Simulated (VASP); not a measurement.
# TiHg (P4/mmm) in VASP: vibrations by perturbation theory with LDA

Aim: the vibrations by perturbation theory of TiHg with LDA.

Everything below comes from runs of VASP 6.6.1. Logs are shortened: lines on timing, memory, paths and dates and some standing lists are left out, and cuts for length are marked.

**1. The cell of the first run**

The structure is tetragonal, space group P4/mmm (No. 123). Conventional cell: a = 2.942 Å, b = 2.942 Å, c = 4.003 Å, α = 90.00°, β = 90.00°, γ = 90.00°. Ti (site symmetry 4/mmm) has 8 Hg at 2.89 Å and 4 Ti at 2.94 Å within 3.8 Å. Hg (site symmetry 4/mmm) has 8 Ti at 2.89 Å and 4 Hg at 2.94 Å within 3.8 Å.

**2. Vibrations by perturbation theory, LDA**

Contents of INCAR:

```
PREC     = Accurate       # precision mode
ENCUT    = 520            # plane-wave cutoff, eV
EDIFF    = 1E-8           # SCF threshold, eV
ISMEAR   = -1             # smearing method
SIGMA    = 0.15           # smearing width, eV
LREAL    = False          # projectors in reciprocal space
LASPH    = True           # aspherical terms in the spheres
NELM     = 100            # most SCF steps
ALGO     = Normal         # electronic algorithm
ISIF     = 2              # what is computed and relaxed
LWAVE    = False          # write WAVECAR
LCHARG   = False          # write CHGCAR
GGA      = CA             # functional
NBANDS   = 19             # bands
IBRION   = 8              # ionic algorithm
NSW      = 1              # ionic steps
```

Contents of KPOINTS:

```
Automatic mesh
0
Gamma
  14 14 10
```

Contents of POSCAR:

```
TiHg
1.0
    2.9424203691      0.0000000000      0.0000000000
    0.0000000000      2.9424203691      0.0000000000
    0.0000000000      0.0000000000      4.0033985860
Ti Hg
1 1
Direct
    0.5000000000      0.5000000000      0.5000000000
    0.0000000000      0.0000000000      0.0000000000
```

Potentials or basis: VASP PAW LDA potentials, release 64 (Ti_sv, Hg).

Command:

```sh
> cat potpaw_LDA.64/Ti_sv/POTCAR potpaw_LDA.64/Hg/POTCAR > POTCAR
> mpirun -np 1 vasp_std > vasp.out
```

OUTCAR:

```text
PREC = Accurate
   ENCUT = 520
   EDIFF = 1E-8
   ISMEAR = -1
   LREAL = False
   LASPH = True
   NELM = 100
   ISIF = 2
   GGA = CA
   IBRION = 8
   NSW = 1

 ion  position               nearest neighbor table
   1  0.500  0.500  0.500-   2 2.89   2 2.89   2 2.89   2 2.89   2 2.89   2 2.89   2 2.89   2 2.89

   2  0.000  0.000  0.000-   1 2.89   1 2.89   1 2.89   1 2.89   1 2.89   1 2.89   1 2.89   1 2.89

  LATTYP: Found a simple tetragonal cell.
 ALAT       =     2.9424203691
 C/A-ratio  =     1.3605800952

  Lattice vectors:

 A1 = (   2.9424203691,   0.0000000000,   0.0000000000)
 A2 = (   0.0000000000,   2.9424203691,   0.0000000000)
 A3 = (   0.0000000000,   0.0000000000,   4.0033985860)

Analysis of symmetry for initial positions (statically):
=====================================================================
 Subroutine PRICEL returns:
 Original cell was already a primitive cell.

 Routine SETGRP: Setting up the symmetry group for a
 simple tetragonal supercell.

 Subroutine GETGRP returns: Found 16 space group operations
 (whereof 16 operations were pure point group operations)
 out of a pool of 16 trial point group operations.

The static configuration has the point symmetry D_4h.

Analysis of symmetry for dynamics (positions and initial velocities):
=====================================================================
 Subroutine PRICEL returns:
 Original cell was already a primitive cell.

 Routine SETGRP: Setting up the symmetry group for a
 simple tetragonal supercell.

 Subroutine GETGRP returns: Found 16 space group operations
 (whereof 16 operations were pure point group operations)
 out of a pool of 16 trial point group operations.

The dynamic configuration has the point symmetry D_4h.

 Subroutine INISYM returns: Found 16 space group operations
 (whereof 16 operations are pure point group operations),
 and found     1 'primitive' translations

----------------------------------------------------------------------------------------

                                     Primitive cell

  volume of cell :      34.6608

  direct lattice vectors                    reciprocal lattice vectors
     2.942420369  0.000000000  0.000000000     0.339856266  0.000000000  0.000000000
     0.000000000  2.942420369  0.000000000     0.000000000  0.339856266  0.000000000
     0.000000000  0.000000000  4.003398586     0.000000000  0.000000000  0.249787769

  length of vectors
     2.942420369  2.942420369  4.003398586     0.339856266  0.339856266  0.249787769

  position of ions in fractional coordinates (direct lattice)
     0.500000000  0.500000000  0.500000000
     0.000000000  0.000000000  0.000000000

  ion indices of the primitive-cell ions
   primitive index   ion index
                 1           1
                 2           2

----------------------------------------------------------------------------------------

 KPOINTS: Automatic mesh

Automatic generation of k-mesh.
 Grid dimensions read from file:
 generate k-points for:   14   14   10

 Generating k-lattice:

  Cartesian coordinates                     Fractional coordinates (reciprocal lattice)
     0.024275448  0.000000000  0.000000000     0.071428571  0.000000000  0.000000000
     0.000000000  0.024275448  0.000000000     0.000000000  0.071428571  0.000000000
     0.000000000  0.000000000  0.024978777     0.000000000  0.000000000  0.100000000

  Length of vectors
     0.024275448  0.024275448  0.024978777

  Shift w.r.t. Gamma in fractional coordinates (k-lattice)
     0.000000000  0.000000000  0.000000000

 Subroutine IBZKPT returns following result:
 ===========================================

 Found    216 irreducible k-points:

 Following reciprocal coordinates:
            Coordinates               Weight
  0.000000  0.000000  0.000000      1.000000
  0.071429  0.000000  0.000000      4.000000
  0.142857  0.000000  0.000000      4.000000
  0.214286  0.000000  0.000000      4.000000
  0.285714  0.000000  0.000000      4.000000
  0.357143  0.000000  0.000000      4.000000
[... 16 lines left out ...]
  0.285714  0.214286  0.000000      8.000000
  0.357143  0.214286  0.000000      8.000000
 [... further k-points ...]
   k-points           NKPTS =    216   k-points in BZ     NKDIM =    216   number of bands    NBANDS=     19
   number of dos      NEDOS =    301   number of ions     NIONS =      2
   total plane-waves  NPLWV =  17280
   dimension x,y,z NGX =    24 NGY =   24 NGZ =   30
   dimension x,y,z NGXF=    48 NGYF=   48 NGZF=   60
   ions per type =               1   1
   NGX,Y,Z   is equivalent  to a cutoff of  13.56, 13.56, 12.46 a.u.
   NGXF,Y,Z  is equivalent  to a cutoff of  27.12, 27.12, 24.92 a.u.
 SYSTEM =  unknown system
   PREC   = accura    normal or accurate (medium, high low for compatibility)
   ISTART =      0    job   : 0-new  1-cont  2-samecut
   ICHARG =      2    charge: 1-file 2-atom 10-const
   ISPIN  =      1    spin polarized calculation?
   LNONCOLLINEAR =      F non collinear calculations
   LSORBIT =      F    spin-orbit coupling
   LASPH  =      T    aspherical Exc in radial PAW
   ENCUT  =  520.0 eV  38.22 Ry    6.18 a.u.   5.47  5.47  7.44*2*pi/ulx,y,z
   NELM   =    100;   NELMIN=  2; NELMDL= -5     # of ELM steps
   EDIFF  = 0.1E-07   stopping-criterion for ELM
   LREAL  =      F    real-space projection
   EDIFFG = 0.1E-06   stopping-criterion for IOM
   NSW    =      1    number of steps for IOM
   IBRION =      8    ionic relax: 0-MD 1-quasi-New 2-CG
   NFREE  =      0    steps in history (QN), initial steepest desc. (CG)
   ISIF   =      2    stress and relaxation
   ISYM   =      2    0-nonsym 1-usesym 2-fastsym
   POTIM  = 0.5000    time-step for ionic-motion
   TEBEG  =    0.0;   TEEND  =   0.0 temperature during run
   PSTRESS=    0.0 pullay stress
   NELECT =      24.0000    total number of electrons
   NUPDOWN=      -1.0000    fix difference up-down
   EMIN   =  10.00;   EMAX   =-10.00  energy-range for DOS
   EFERMI =   0.00;   METHOD = LEGACY
   ISMEAR =    -1;   SIGMA  =   0.15  broadening in eV -4-tet -1-fermi 0-gaus
   EFERMI_NEDOS =   21; number of points for ismear=-14 and -15
   IALGO  =     38    algorithm
   IMIX   =      4    mixing-type and parameters
     AMIX     =   0.40;   BMIX     =  1.00
     AMIX_MAG =   1.60;   BMIX_MAG =  1.00
  volume/ion in A,a.u.               =      17.33       116.95
  Fermi-wavevector in a.u.,A,eV,Ry     =   1.448324  2.736936 28.540170  2.097643
  Thomas-Fermi vector in A             =   2.566178
   LORBIT       =      0    0 simple, 1 ext, 2 COOP (PROOUT), +10 PAW based schemes
   GGA     = CA    functional components
   LHFCALC =     F    Hartree Fock is set to
   AEXX    =    0.0000 exact exchange contribution
   IVDW    =     0    specifies the selected vdW correction
   LEPSILON=     F    determine dielectric tensor
   LRPA    =     F    only Hartree local field effects (RPA)
 non-spin polarized calculation
  energy-cutoff  :      520.00
  volume of cell :       34.66
 maximum number of plane-waves:       959
 NGX is ok and might be reduce to    24
   NGX = 11   NGY = 11   NGZ = 15

--------------------------------------- Ionic step        1  -------------------------------------------

 number of electron      23.9999998 magnetization

 Free energy of the ion-electron system (eV)
  ---------------------------------------------------
  ext. energy  EPLUGINS =         0.00000000
  ---------------------------------------------------
  free energy    TOTEN  =        -9.92912226 eV

  energy without entropy =       -9.75965791  energy(sigma->0) =       -9.84439009

 E-fermi :   6.8173     XC(G=0): -12.3581

 val. band max:        6.8069613694   @ k =   0.2143   0.1429   0.4000
 cond. band min:       6.8199468344   @ k =   0.3571   0.1429   0.1000
 fundamental gap:      0.0129854650
 Fermi energy:         6.8173454642

 k-point     1 :       0.0000    0.0000    0.0000
  band No.  band energies     occupation
      1     -49.4558      2.00000
      2     -26.2367      2.00000
      3     -25.8680      2.00000
      4     -25.8680      2.00000
      5      -3.0048      2.00000
      6      -2.1276      2.00000
[... 505 lines left out ...]
      6      -1.1974      2.00000
[... 11 lines left out ...]
     18      14.3192      0.00000
     19      16.2629      0.00000

 [... further k-points ...]
[... 5 lines left out ...]
  --------------------------------------------------------------------------------------
  -------------------------------------------------------------------------------------
  Total        0.2429880      0.2429880      0.2288497      0.0000000      0.0000000      0.0000000
  in kB       11.2320014     11.2320014     10.5784634      0.0000000      0.0000000      0.0000000
  external PRESSURE =      11.0141554 kB  Pullay stress =       0.0000000 kB

 VOLUME and BASIS-vectors are now :
 -----------------------------------------------------------------------------
  energy-cutoff  :      520.00
  volume of cell :       34.66
      direct lattice vectors                 reciprocal lattice vectors
     2.942420369  0.000000000  0.000000000     0.339856266  0.000000000  0.000000000
     0.000000000  2.942420369  0.000000000     0.000000000  0.339856266  0.000000000
     0.000000000  0.000000000  4.003398586     0.000000000  0.000000000  0.249787769

 POSITION                                       TOTAL-FORCE (eV/Angst)
 -----------------------------------------------------------------------------------
      1.47121      1.47121      2.00170         0.000000      0.000000      0.000000
      0.00000      0.00000      0.00000         0.000000      0.000000      0.000000
 -----------------------------------------------------------------------------------
    total drift:                                0.000000      0.000000     -0.000000

  FREE ENERGIE OF THE ION-ELECTRON SYSTEM (eV)
  ---------------------------------------------------
  free  energy   TOTEN  =        -9.9291222630 eV

  energy  without entropy=       -9.7596579108  energy(sigma->0) =       -9.84439009

[... ionic steps 2 to 3 ...]

--------------------------------------- Ionic step        4  -------------------------------------------

------------------------ aborting loop because EDIFF is reached ----------------------------------------
[... 11 lines left out ...]
[... ionic steps 8 to 8 ...]

--------------------------------------- Ionic step        9  -------------------------------------------

 Free energy of the ion-electron system (eV)
  ---------------------------------------------------
  ---------------------------------------------------
  free energy    TOTEN  =        -0.38109466 eV

  energy without entropy =       -0.38109465

------------------------ aborting loop because EDIFF is reached ----------------------------------------

 INTERNAL STRAIN TENSOR  FOR ION    2  DIRECTION 3   (eV/Angst):
 -----------------------------------------------------------------------------
    -0.03457  0.00000  0.00000
     0.00000 -0.03457  0.00000
     0.00000  0.00000  0.02957

 INTERNAL STRAIN TENSOR FOR ION    2 for displacements in x,y,z  (eV/Angst):
          X           Y           Z          XY          YZ          ZX
  --------------------------------------------------------------------------------
  x     0.00000     0.00000     0.00000     0.00000     0.00000     0.00000
  y     0.00000     0.00000     0.00000     0.00000     0.00000     0.00000
  z     0.00000     0.00000     0.00000     0.00000     0.00000     0.00000

 SECOND DERIVATIVES (NOT SYMMETRIZED)
 ------------------------------------
               1X          1Y          1Z          2X          2Y          2Z
  1X    -3.499623    0.000000    0.000000    3.499623    0.000000    0.000000
  1Y     0.000000   -3.499623    0.000000    0.000000    3.499623    0.000000
  1Z     0.000000   -0.000000   -6.354241    0.000000    0.000000    6.354241
  2X     3.495042    0.000000    0.000000   -3.495042    0.000000    0.000000
  2Y     0.000000    3.495042    0.000000    0.000000   -3.495042    0.000000
  2Z     0.000000   -0.000000    6.357388    0.000000    0.000000   -6.357388

 Eigenvectors and eigenvalues of the dynamical matrix
 ----------------------------------------------------

   1 f  =    6.338822 THz    39.827995 2PiTHz  211.440350 cm-1    26.215250 meV
             X         Y         Z           dx          dy          dz
      1.471210  1.471210  2.001699     0.000000   -0.000000    0.898456
      0.000000  0.000000  0.000000     0.000000    0.000000   -0.439063
[... 21 lines left out ...]
   6 f/i=    0.001215 THz     0.007632 2PiTHz    0.040515 cm-1     0.005023 meV
             X         Y         Z           dx          dy          dz
      1.471210  1.471210  2.001699     0.377107   -0.224245   -0.000000
      0.000000  0.000000  0.000000     0.772372   -0.459288    0.000000

--------------------------------------------------------------------------------------------------------

 ELASTIC MODULI CONTR FROM IONIC RELAXATION (kBar)
 Direction    XX          YY          ZZ          XY          YZ          ZX
 --------------------------------------------------------------------------------
 XX           0.0000      0.0000      0.0000      0.0000      0.0000      0.0000
 YY           0.0000      0.0000      0.0000      0.0000      0.0000      0.0000
 ZZ           0.0000      0.0000      0.0000      0.0000      0.0000      0.0000
 XY           0.0000      0.0000      0.0000      0.0000      0.0000      0.0000
 YZ           0.0000      0.0000      0.0000      0.0000      0.0000      0.0000
 ZX           0.0000      0.0000      0.0000      0.0000      0.0000      0.0000
 --------------------------------------------------------------------------------
```

It took 17 min on 1 thread of AMD EPYC 9R45 (Zen 5), shared host; peak memory 0.57 GiB.

What came out:

| Item | Value |
| --- | --- |
| Highest phonon frequency at Γ, LO-TO splitting left out | 211 cm⁻¹ |

Phonon frequencies in cm⁻¹ (negative: imaginary):
```csv
q point,frequencies
"(0.000, 0.000, 0.000)",0 0 0 157 157 211
```

Caveat: the cell wasn't relaxed at this level first, which shifts response properties; spin-orbit coupling is left out, which moves the levels of the heavy elements.
